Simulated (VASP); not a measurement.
Set up this calculation in VASP 6.6.1, as the native input.

```
Task                   : single point
Functional             : r2SCAN
Potentials or basis    : VASP PAW PBE potentials, release 64 (Hf_pv, B)
Cutoff                 : 520 eV
k mesh                 : 6 × 6 × 6
Occupations            : gaussian, width 0.1 eV
Spin                   : no spin polarisation
Dipole correction      : no
Further INCAR settings : ALGO = Normal; EDIFF = 1e-06; NBANDS = 14
```

The system is HfB.

```xyz
2
Lattice="0.0000 -2.3100 -2.3100 2.3100 0.0000 -2.3100 2.3100 -2.3100 0.0000" Properties=species:S:1:pos:R:3 pbc="T T T"
Hf    0.0000    0.0000    0.0000
B     2.3100   -2.3100   -2.3100
```

The input as run:

POSCAR

```
HfB
1.0
    0.0000000000     -2.3100000000     -2.3100000000
    2.3100000000      0.0000000000     -2.3100000000
    2.3100000000     -2.3100000000      0.0000000000
Hf B
1 1
Direct
    0.0000000000      0.0000000000      0.0000000000
    0.5000000000      0.5000000000      0.5000000000
```

INCAR.step1

```
SYSTEM = HfB
  PREC = Accurate
  ENCUT = 520
  ISMEAR = 0
  SIGMA = 0.1
  LREAL = .FALSE.
  LASPH = .TRUE.
  NELM = 100
  NBANDS = 14
  GGA = PE
  ALGO = Normal
  EDIFF = 1E-4
  LWAVE = .TRUE.
  LCHARG = .FALSE.
```

INCAR.step2

```
SYSTEM = HfB
  PREC = Accurate
  ENCUT = 520
  EDIFF = 1E-6
  ISMEAR = 0
  SIGMA = 0.1
  LREAL = .FALSE.
  LASPH = .TRUE.
  NELM = 100
  ALGO = Normal
  ISIF = 2
  LWAVE = .FALSE.
  LCHARG = .TRUE.
  METAGGA = R2SCAN
  LMIXTAU = .TRUE.
  LELF = .TRUE.
  LVHAR = .TRUE.
  NBANDS = 14
  ISTART = 1
```

KPOINTS

```
regular mesh
0
G
  6 6 6
  0 0 0
```

Potentials or basis: VASP PAW PBE potentials, release 64 (Hf_pv, B).

Launch:

```console
$ cat potpaw_PBE.64/Hf_pv/POTCAR potpaw_PBE.64/B/POTCAR > POTCAR
$ cp INCAR.step1 INCAR
$ mpirun -np 1 vasp_std > vasp.out
$ cp INCAR.step2 INCAR
$ mpirun -np 1 vasp_std > vasp.out
```

Results of the run:

| Quantity | Value |
| --- | --- |
| Pressure | 29.7 GPa |

Caveat: the k points lie up to 0.39 Å⁻¹ apart; the PAW data sets were made with another functional, which shifts forces and pressure a little.

Wall time 19 s on 1 thread of AMD EPYC 9R14 (Zen 4) (shared host), peak memory 0.11 GiB.
